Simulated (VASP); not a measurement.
Cs2Ba: relaxation of cell and atoms with PBE

Crystal: Cs2Ba.

```
Cs Ba
1.0
     0.00000    5.69532    5.69532
     5.69532    0.00000    5.69532
     5.69532    5.69532    0.00000
Cs Ba
2 1
Direct
  0.75000 0.75000 0.75000
  0.25000 0.25000 0.25000
  0.00000 0.00000 0.00000
```

The cell was generated, and may not be a known phase.

```yaml
Program: VASP 6.6.1
Task: relaxation of cell and atoms
Functional: PBE
Potentials_or_basis: VASP PAW PBE potentials, release 64 (Cs_sv, Ba_sv)
Cutoff: 600 eV
k_mesh: 8 × 8 × 8
Occupations: gaussian, width 0.1 eV
Spin: no spin polarisation
Dipole_correction: no
Further_INCAR_settings: ALGO = Fast; EDIFF = 1e-07; IBRION = 2; EDIFFG = -0.01; NSW = 100; ISIF = 3
```

- Relaxed volume: 124.54 Å³/atom
- Relaxed cell: a = 8.084 Å, b = 8.084 Å, c = 8.084 Å, α = 60.00°, β = 60.00°, γ = 60.00°
- Space group after relaxing (to 0.1 Å): Fm-3m (No. 225)
- Energy gained by relaxing: 0.2 meV/atom
- Ionic steps: 3
- Pressure after relaxing: 0.0 GPa
- Band gap on the k mesh: zero (bands 14 and 15 overlap by 0.64 eV)

The path:
```
step  energy change (eV)  largest force (eV/Å)  pressure (GPa)  volume (Å³)
   1              0.0000                0.0000            0.03       369.47
   2             -0.0002                0.0000            0.02       370.51
   3             -0.0005                0.0000            0.00       373.62
```

Final structure:
```
Cs Ba
1.0
     0.00000    5.71654    5.71654
     5.71654    0.00000    5.71654
     5.71654    5.71654    0.00000
Cs Ba
2 1
Direct
  0.75000 0.75000 0.75000
  0.25000 0.25000 0.25000
  0.00000 0.00000 0.00000
```

Levels at points of the mesh, in eV from the Fermi level:
| k point | band 11 | band 12 | band 13 | band 14 | band 15 | band 16 | band 17 | band 18 |
| --- | --- | --- | --- | --- | --- | --- | --- | --- |
| (0.00, 0.00, 0.00) | -10.43 | -10.43 | -1.85 | 0.41 | 0.41 | 0.55 | 0.55 | 0.55 |
| (0.50, 0.00, 0.00) | -10.45 | -10.45 | -1.15 | -0.35 | 0.35 | 0.43 | 0.43 | 0.67 |
| (0.50, 0.50, 0.00) | -10.43 | -10.42 | -0.78 | -0.41 | -0.07 | 0.09 | 0.69 | 0.69 |

Run time: 25 min on 1 thread of Oxide Virtual Turin-like Processor, on a shared host, peak memory 0.72 GiB.

Caveat: spin-orbit coupling is left out, which moves the levels of the heavy elements.
